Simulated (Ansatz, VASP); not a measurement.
## Ru in VASP and in Ansatz

```
Ru
1.0
     2.70580    0.00000    0.00000
    -1.35290    2.34329    0.00000
     0.00000    0.00000    4.28190
Ru
2
Direct
  0.66667 0.33333 0.75000
  0.33333 0.66667 0.25000
```

Alike in both runs: functional PBEsol; k mesh 8 × 8 × 4; occupations fermi-dirac, width 0.05 eV; non-collinear spin, spin-orbit coupling.

|  | VASP | Ansatz |
| --- | --- | --- |
| version | VASP 6.6.1 | Ansatz 0.2.0 |
| potentials or method | VASP PAW PBE potentials, release 64 (Ru_pv), cutoff 520 eV | all-electron LAPW, relativistic spinors |
| task | single point | band structure |

|  | VASP | Ansatz | Ansatz less VASP |
| --- | --- | --- | --- |
| pressure (GPa) | -6.2 | -6.3 | -0.13 |
| traceless stress, the component that is largest in VASP (GPa) | -0.90 | -0.93 | -0.027 |
| net moment per atom (μB) | 0.00 | 0.00 | 0.000 |

VASP's potentials were made for PBE, not for PBEsol. Ansatz ran all-electron here, and VASP with PAW potentials.

The k mesh is coarse, so the values compare programs but aren't converged. Noted on Ansatz's run: the k mesh is thin for a metal, which can move the energy by tens of meV per atom.
